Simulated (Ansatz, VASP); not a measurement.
## One calculation of Sn, two programs

Contents of INCAR:

```
SYSTEM = Sn
PREC = Accurate ; ENCUT = 520
EDIFF = 1E-7 ; ISMEAR = -1
SIGMA = 0.1 ; LREAL = .False.
LASPH = .True. ; NELM = 100
ALGO = Normal ; ISIF = 2
LWAVE = .False. ; LCHARG = .False.
GGA = CA ; NBANDS = 21
```

File KPOINTS:

```
regular mesh
0
Gamma
  7 7 7
  0 0 0
```

The input POSCAR:

```
Sn
1.0
    0.0000000000      3.2380799619      3.2380799619
    3.2380799619      0.0000000000      3.2380799619
    3.2380799619      3.2380799619      0.0000000000
Sn
2
Direct
    0.5000000000      0.5000000000      0.5000000000
    0.7500000000      0.7500000000      0.7500000000
```

Input for Ansatz:

```yaml
crystal:
  lattice:
    - [0.0, 3.2380799619, 3.2380799619]
    - [3.2380799619, 0.0, 3.2380799619]
    - [3.2380799619, 3.2380799619, 0.0]
  atoms:
    - { symbol: Sn, position: [0.5, 0.5, 0.5] }
    - { symbol: Sn, position: [0.75, 0.75, 0.75] }
hamiltonian:
  xc: lda
  pseudopotentials:
    kind: paw
    azcp:
      Sn: "pseudopotentials/Sn.paw.azcp"
basis:
  ecutwfc: 420
  fft_grid_basis: typed
kpoints:
  mp_grid: { grid: [7, 7, 7], shift: [0, 0, 0] }
magnetization:
  spin_polarized: false
scf:
  occupations: { method: fermi_dirac, width: 0.1 }
  lower_state_search: "off"
output:
  stress: true
```

Alike in both runs: task single point; functional LDA; k mesh 7 × 7 × 7; occupations fermi-dirac, width 0.1 eV; no spin polarisation.

```csv
,VASP,Ansatz
version,VASP 6.6.1,Ansatz 0.2.0
potentials or method,"VASP PAW LDA potentials, release 64 (Sn_d), cutoff 520 eV","plane waves (420 eV) with PAW, scalar-relativistic"
valence electrons in the cell,28,28
```

|  | VASP | Ansatz | Ansatz less VASP |
| --- | --- | --- | --- |
| pressure (GPa) | 0.0 | 0.0 | +0.01 |

Ansatz warns that its potentials were made for another functional, while VASP's fit it. LDA's correlation is that of Perdew and Zunger in VASP and of Perdew and Wang (1992) in Ansatz.
